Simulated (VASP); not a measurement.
# Na (Fm-3m) in VASP: a series of runs

Runs on Na. Level: PBEsol. Tasks: single point, relaxation of cell and atoms.

Everything below comes from runs of VASP 6.6.1. Logs are shortened: lines on timing, memory, paths and dates and some standing lists are left out, and cuts for length are marked.

**1. The cell of the first run**

Symmetry: Fm-3m, No. 225, cubic system. The conventional cell has a = 4.191 Å, b = 4.191 Å, c = 4.191 Å, α = 90.00°, β = 90.00°, γ = 90.00°. Na (site symmetry m-3m) has 12 Na at 2.96 Å within 3.9 Å.

This isn't the form of Na at room conditions, which is bcc.

**2. Single point, PBEsol**

File INCAR:

```
SYSTEM = Na
PREC     = Accurate       ! precision mode
ENCUT    = 500            ! plane-wave cutoff, eV
EDIFF    = 1E-6           ! SCF threshold, eV
ISMEAR   = -1             ! smearing method
SIGMA    = 0.1            ! smearing width, eV
LREAL    = .FALSE.        ! projectors in reciprocal space
LASPH    = .TRUE.         ! aspherical terms in the spheres
NELM     = 120            ! most SCF steps
ALGO     = Normal         ! electronic algorithm
ISIF     = 2              ! what is computed and relaxed
LWAVE    = .FALSE.        ! write WAVECAR
LCHARG   = .TRUE.         ! write CHGCAR
GGA      = PS             ! functional
LELF     = .TRUE.         ! ELF
LVHAR    = .TRUE.       
NBANDS   = 10             ! bands
GGA_COMPAT= .FALSE.
```

File KPOINTS:

```
Automatic mesh
0
G
  16 16 16
  0 0 0
```

File POSCAR:

```
Na
1.0
    0.0000000000      2.0955480989      2.0955480989
    2.0955480989      0.0000000000      2.0955480989
    2.0955480989      2.0955480989      0.0000000000
Na
1
Direct
    0.0000000000      0.0000000000      0.0000000000
```

Potentials or basis: VASP PAW PBE potentials, release 64 (Na_pv).

On the command line:

```
$ cat potpaw_PBE.64/Na_pv/POTCAR > POTCAR
$ mpirun -np 1 vasp_std > vasp.out
```

OUTCAR:

```text
SYSTEM = Na
   PREC = Accurate
   ENCUT = 500
   EDIFF = 1E-6
   ISMEAR = -1
   LREAL = .FALSE.
   LASPH = .TRUE.
   NELM = 120
   ISIF = 2
   GGA = PS

 ion  position               nearest neighbor table
   1  0.000  0.000  0.000-

  LATTYP: Found a face centered cubic cell.
 ALAT       =     4.1910961978

  Lattice vectors:

 A1 = (   0.0000000000,   2.0955480989,   2.0955480989)
 A2 = (   2.0955480989,   0.0000000000,   2.0955480989)
 A3 = (   2.0955480989,   2.0955480989,   0.0000000000)

Analysis of symmetry for initial positions (statically):
=====================================================================
 Subroutine PRICEL returns:
 Original cell was already a primitive cell.

 Routine SETGRP: Setting up the symmetry group for a
 face centered cubic supercell.

 Subroutine GETGRP returns: Found 48 space group operations
 (whereof 48 operations were pure point group operations)
 out of a pool of 48 trial point group operations.

The static configuration has the point symmetry O_h .

Analysis of symmetry for dynamics (positions and initial velocities):
=====================================================================
 Subroutine PRICEL returns:
 Original cell was already a primitive cell.

 Routine SETGRP: Setting up the symmetry group for a
 face centered cubic supercell.

 Subroutine GETGRP returns: Found 48 space group operations
 (whereof 48 operations were pure point group operations)
 out of a pool of 48 trial point group operations.

The dynamic configuration has the point symmetry O_h .

 Subroutine INISYM returns: Found 48 space group operations
 (whereof 48 operations are pure point group operations),
 and found     1 'primitive' translations

----------------------------------------------------------------------------------------

                                     Primitive cell

  volume of cell :      18.4045

  direct lattice vectors                    reciprocal lattice vectors
     0.000000000  2.095548099  2.095548099    -0.238601061  0.238601061  0.238601061
     2.095548099  0.000000000  2.095548099     0.238601061 -0.238601061  0.238601061
     2.095548099  2.095548099  0.000000000     0.238601061  0.238601061 -0.238601061

  length of vectors
     2.963552542  2.963552542  2.963552542     0.413269161  0.413269161  0.413269161

  position of ions in fractional coordinates (direct lattice)
     0.000000000  0.000000000  0.000000000

  ion indices of the primitive-cell ions
   primitive index   ion index
                 1           1

----------------------------------------------------------------------------------------

 KPOINTS: Automatic mesh

Automatic generation of k-mesh.
 Grid dimensions read from file:
 generate k-points for:   16   16   16

 Generating k-lattice:

  Cartesian coordinates                     Fractional coordinates (reciprocal lattice)
    -0.014912566  0.014912566  0.014912566     0.062500000  0.000000000  0.000000000
     0.014912566 -0.014912566  0.014912566     0.000000000  0.062500000  0.000000000
     0.014912566  0.014912566 -0.014912566     0.000000000  0.000000000  0.062500000

  Length of vectors
     0.025829323  0.025829323  0.025829323

  Shift w.r.t. Gamma in fractional coordinates (k-lattice)
     0.000000000  0.000000000  0.000000000

 Subroutine IBZKPT returns following result:
 ===========================================

 Found    145 irreducible k-points:

 Following reciprocal coordinates:
            Coordinates               Weight
  0.000000  0.000000  0.000000      1.000000
  0.062500  0.000000  0.000000      8.000000
  0.125000  0.000000  0.000000      8.000000
  0.187500  0.000000  0.000000      8.000000
  0.250000  0.000000  0.000000      8.000000
  0.312500  0.000000  0.000000      8.000000
[... 16 lines left out ...]
 -0.125000  0.062500  0.000000     24.000000
 -0.062500  0.062500  0.000000     12.000000
 [... further k-points ...]
   k-points           NKPTS =    145   k-points in BZ     NKDIM =    145   number of bands    NBANDS=     10
   number of dos      NEDOS =    301   number of ions     NIONS =      1
   total plane-waves  NPLWV =  13824
   dimension x,y,z NGX =    24 NGY =   24 NGZ =   24
   dimension x,y,z NGXF=    48 NGYF=   48 NGZF=   48
   ions per type =               1
   NGX,Y,Z   is equivalent  to a cutoff of  13.46, 13.46, 13.46 a.u.
   NGXF,Y,Z  is equivalent  to a cutoff of  26.93, 26.93, 26.93 a.u.
 SYSTEM =  Na
   PREC   = accura    normal or accurate (medium, high low for compatibility)
   ISTART =      0    job   : 0-new  1-cont  2-samecut
   ICHARG =      2    charge: 1-file 2-atom 10-const
   ISPIN  =      1    spin polarized calculation?
   LNONCOLLINEAR =      F non collinear calculations
   LSORBIT =      F    spin-orbit coupling
   LASPH  =      T    aspherical Exc in radial PAW
   ENCUT  =  500.0 eV  36.75 Ry    6.06 a.u.   5.40  5.40  5.40*2*pi/ulx,y,z
   NELM   =    120;   NELMIN=  2; NELMDL= -5     # of ELM steps
   EDIFF  = 0.1E-05   stopping-criterion for ELM
   LREAL  =      F    real-space projection
   EDIFFG = 0.1E-04   stopping-criterion for IOM
   NSW    =      0    number of steps for IOM
   IBRION =     -1    ionic relax: 0-MD 1-quasi-New 2-CG
   NFREE  =      0    steps in history (QN), initial steepest desc. (CG)
   ISIF   =      2    stress and relaxation
   ISYM   =      2    0-nonsym 1-usesym 2-fastsym
   POTIM  = 0.5000    time-step for ionic-motion
   TEBEG  =    0.0;   TEEND  =   0.0 temperature during run
   PSTRESS=    0.0 pullay stress
   NELECT =       7.0000    total number of electrons
   NUPDOWN=      -1.0000    fix difference up-down
   EMIN   =  10.00;   EMAX   =-10.00  energy-range for DOS
   EFERMI =   0.00;   METHOD = LEGACY
   ISMEAR =    -1;   SIGMA  =   0.10  broadening in eV -4-tet -1-fermi 0-gaus
   EFERMI_NEDOS =   21; number of points for ismear=-14 and -15
   IALGO  =     38    algorithm
   IMIX   =      4    mixing-type and parameters
     AMIX     =   0.40;   BMIX     =  1.00
     AMIX_MAG =   1.60;   BMIX_MAG =  1.00
  volume/ion in A,a.u.               =      18.40       124.20
  Fermi-wavevector in a.u.,A,eV,Ry     =   1.186133  2.241465 19.142177  1.406910
  Thomas-Fermi vector in A             =   2.322312
   LORBIT       =      0    0 simple, 1 ext, 2 COOP (PROOUT), +10 PAW based schemes
   GGA     = PS    functional components
   LHFCALC =     F    Hartree Fock is set to
   AEXX    =    0.0000 exact exchange contribution
   IVDW    =     0    specifies the selected vdW correction
   LEPSILON=     F    determine dielectric tensor
   LRPA    =     F    only Hartree local field effects (RPA)
 non-spin polarized calculation
  energy-cutoff  :      500.00
  volume of cell :       18.40
 maximum number of plane-waves:       489
 NGX is ok and might be reduce to    24
   NGX = 11   NGY = 11   NGZ = 11

 number of electron       7.0000008 magnetization

 Free energy of the ion-electron system (eV)
  ---------------------------------------------------
  ext. energy  EPLUGINS =         0.00000000
  ---------------------------------------------------
  free energy    TOTEN  =        -0.79004790 eV

  energy without entropy =       -0.78009647  energy(sigma->0) =       -0.78507219

 E-fermi :   3.3521     XC(G=0):  -8.7158

 val. band max:        3.3123136109   @ k =   0.5000   0.2500   0.0625
 cond. band min:       3.4686602296   @ k =   0.5000   0.3750   0.1250
 fundamental gap:      0.1563466187
 Fermi energy:         3.3521455085

 k-point     1 :       0.0000    0.0000    0.0000
  band No.  band energies     occupation
      1     -21.4083      2.00000
      2     -21.4083      2.00000
      3     -21.4083      2.00000
      4      -1.8044      2.00000
      5      19.2832      0.00000
      6      19.2832      0.00000
      7      19.2832      0.00000
      8      21.1362      0.00000
      9      23.6693      0.00000
     10      23.6693      0.00000

 k-point     2 :       0.0625    0.0000    0.0000
  band No.  band energies     occupation
      1     -21.4221      2.00000
      2     -21.4099      2.00000
      3     -21.4099      2.00000
      4      -1.6949      2.00000
      5      17.8427      0.00000
      6      19.2134      0.00000
      7      19.2134      0.00000
      8      21.9134      0.00000
      9      23.6660      0.00000
     10      23.7615      0.00000

 k-point     3 :       0.1250    0.0000    0.0000
  band No.  band energies     occupation
      1     -21.4608      2.00000
      2     -21.4143      2.00000
      3     -21.4143      2.00000
      4      -1.3695      2.00000
      5      15.7038      0.00000
      6      19.0238      0.00000
      7      19.0238      0.00000
      8      21.6368      0.00000
      9      23.5500      0.00000
     10      23.5500      0.00000

 k-point     4 :       0.1875    0.0000    0.0000
  band No.  band energies     occupation
      1     -21.5181      2.00000
      2     -21.4208      2.00000
      3     -21.4208      2.00000
      4      -0.8367      2.00000
      5      13.5613      0.00000
      6      18.7582      0.00000
      7      18.7582      0.00000
      8      20.9852      0.00000
      9      23.2217      0.00000
     10      23.2217      0.00000
[... 222 lines left out ...]
 k-point    22 :      -0.1875    0.0625    0.0000
  band No.  band energies     occupation
      1     -21.5426      2.00000
      2     -21.4353      2.00000
      3     -21.4198      2.00000
      4      -0.5224      2.00000
      5      12.8892      0.00000
      6      16.9935      0.00000
      7      19.5032      0.00000
      8      21.6614      0.00000
      9      21.8677      0.00000
     10      23.6525      0.00000

 k-point    23 :      -0.1250    0.0625    0.0000
  band No.  band energies     occupation
      1     -21.4839      2.00000
      2     -21.4260      2.00000
      3     -21.4137      2.00000
      4      -1.1194      2.00000
      5      14.9232      0.00000
      6      17.4864      0.00000
      7      19.6888      0.00000
      8      22.2128      0.00000
      9      22.2420      0.00000
     10      23.5895      0.00000

 k-point    24 :      -0.0625    0.0625    0.0000
  band No.  band energies     occupation
      1     -21.4414      2.00000
      2     -21.4171      2.00000
      3     -21.4103      2.00000
      4      -1.5136      2.00000
      5      16.7637      0.00000
      6      18.2360      0.00000
      7      19.5471      0.00000
      8      22.5756      0.00000
      9      22.8967      0.00000
     10      23.1023      0.00000

 [... further k-points ...]

------------------------ aborting loop because EDIFF is reached ----------------------------------------

  FORCE on cell =-STRESS in cart. coord.  units (eV):
  Direction    XX          YY          ZZ          XY          YZ          ZX
  --------------------------------------------------------------------------------------
  -------------------------------------------------------------------------------------
  Total        2.1644119      2.1644119      2.1644119      0.0000000      0.0000000     -0.0000000
  in kB      188.4202613    188.4202613    188.4202613      0.0000000      0.0000000     -0.0000000
  external PRESSURE =     188.4202613 kB  Pullay stress =       0.0000000 kB

 VOLUME and BASIS-vectors are now :
 -----------------------------------------------------------------------------
  energy-cutoff  :      500.00
  volume of cell :       18.40
      direct lattice vectors                 reciprocal lattice vectors
     0.000000000  2.095548099  2.095548099    -0.238601061  0.238601061  0.238601061
     2.095548099  0.000000000  2.095548099     0.238601061 -0.238601061  0.238601061
     2.095548099  2.095548099  0.000000000     0.238601061  0.238601061 -0.238601061

 POSITION                                       TOTAL-FORCE (eV/Angst)
 -----------------------------------------------------------------------------------
      0.00000      0.00000      0.00000         0.000000     -0.000000      0.000000
 -----------------------------------------------------------------------------------
    total drift:                               -0.000000      0.000000     -0.000000

  FREE ENERGIE OF THE ION-ELECTRON SYSTEM (eV)
  ---------------------------------------------------
  free  energy   TOTEN  =        -0.7900479028 eV

  energy  without entropy=       -0.7800964690  energy(sigma->0) =       -0.78507219
```

Run time: 7.8 s. Hardware: 1 thread of Intel Xeon Platinum 8488C (Sapphire Rapids), shared host; peak memory 0.14 GiB.

What came out:

```yaml
Free_energy: -0.7900 eV
Pressure: 18.8 GPa
Band_gap_on_the_k_mesh: zero (an odd number of electrons rules out a gap without spin polarisation)
```

Caveat: the cell stands under pressure; the PAW data sets were made with another functional, which shifts forces and pressure a little.

**3. Single point, PBEsol**

File INCAR:

```
  PREC = Accurate
  ENCUT = 500
  EDIFF = 1E-6
  ISMEAR = -1
  SIGMA = 0.1
  LREAL = False
  LASPH = True
  NELM = 120
  ALGO = Normal
  ISIF = 2
  LWAVE = False
  LCHARG = True
  GGA = PS
  LELF = True
  LVHAR = True
  NBANDS = 10
  GGA_COMPAT = False
```

File KPOINTS:

```
Automatic mesh
0
Gamma
  16 16 16
```

File POSCAR:

```
Na
1.0
    0.0000000000      2.0951240682      2.0951240682
    2.0951240682      0.0000000000      2.0951240682
    2.0951240682      2.0951240682      0.0000000000
Na
1
Direct
    0.0000000000      0.0000000000      0.0000000000
```

Potentials or basis: VASP PAW PBE potentials, release 64 (Na_pv).

On the command line:

```
$ cat potpaw_PBE.64/Na_pv/POTCAR > POTCAR
$ mpirun -np 1 vasp_std > vasp.out
```

It took 7.7 s on 1 thread of Intel Xeon Platinum 8488C (Sapphire Rapids), shared host; peak memory 0.14 GiB.

Results (log left out):

- Free energy: -0.7887 eV
- Pressure: 18.9 GPa
- Band gap on the k mesh: zero (an odd number of electrons rules out a gap without spin polarisation)

Levels at points of the mesh, in eV from the Fermi level:
| k point | band 2 | band 3 | band 4 | band 5 | band 6 | band 7 |
| --- | --- | --- | --- | --- | --- | --- |
| (0.00, 0.00, 0.00) | -24.76 | -24.76 | -5.16 | 15.94 | 15.94 | 15.94 |
| (0.50, 0.00, 0.00) | -24.80 | -24.80 | 0.67 | 1.71 | 14.40 | 14.40 |
| (0.50, 0.50, 0.00) | -24.87 | -24.87 | 2.81 | 3.04 | 8.28 | 11.52 |

Caveat: the cell stands under pressure; the PAW data sets were made with another functional, which shifts forces and pressure a little.

(Continued in part 2 of 2.)
